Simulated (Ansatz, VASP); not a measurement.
Mo in VASP and in Ansatz

The input INCAR:

```
SYSTEM = Mo
  PREC = Accurate
  ENCUT = 600
  EDIFF = 1E-6
  ISMEAR = -1
  SIGMA = 0.05
  LREAL = .False.
  LASPH = .True.
  NELM = 80
  ALGO = Normal
  ISIF = 3
  LWAVE = .False.
  LCHARG = .False.
  GGA = PS
  IBRION = 2
  NSW = 100
  EDIFFG = -0.002
```

The input KPOINTS:

```
Automatic mesh
0
Gamma
  22 22 22
  0 0 0
```

The input POSCAR:

```
Mo
1.0
   -1.5734150000      1.5734150000      1.5734150000
    1.5734150000     -1.5734150000      1.5734150000
    1.5734150000      1.5734150000     -1.5734150000
Mo
1
Direct
    0.0000000000      0.0000000000      0.0000000000
```

Input for Ansatz:

```yaml
crystal:
  lattice:
    - [-1.573415, 1.573415, 1.573415]
    - [1.573415, -1.573415, 1.573415]
    - [1.573415, 1.573415, -1.573415]
  atoms:
    - { symbol: Mo, position: [0.0, 0.0, 0.0] }
kpoints:
  mp_grid: { grid: [22, 22, 22] }
scf:
  occupations: { method: fermi_dirac, width: 0.05 }
hamiltonian:
  xc: pbesol
  pseudopotentials: { kind: paw }
relax:
  f_tol: 0.002
  max_steps: 80
  cell: {}
output:
  forces: true
  stress: true
  write_density: true
  write_potential: true
  elf: true
  volumetric_format: npy
```

Alike in both runs: task relaxation of cell and atoms; functional PBEsol; k mesh 22 × 22 × 22; occupations fermi-dirac, width 0.05 eV; no spin polarisation.

|  | VASP | Ansatz |
| --- | --- | --- |
| version | VASP 6.6.1 | Ansatz 0.2.0 |
| potentials or method | VASP PAW PBE potentials, release 64 (Mo_sv) | PAW with Ansatz's default frozen-core files, scalar-relativistic |
| plane-wave cutoff (eV) | 600 | 420 |
| valence electrons in the cell | 14 | 14 |

|  | VASP | Ansatz | Ansatz less VASP |
| --- | --- | --- | --- |
| relaxed volume (Å³/atom) | 15.35 | 15.32 | -0.025 |
| relaxed cell length with the largest relative difference (Å) | 2.712 | 2.710 | -0.0015 |

VASP's potentials were made for PBE, not for PBEsol.
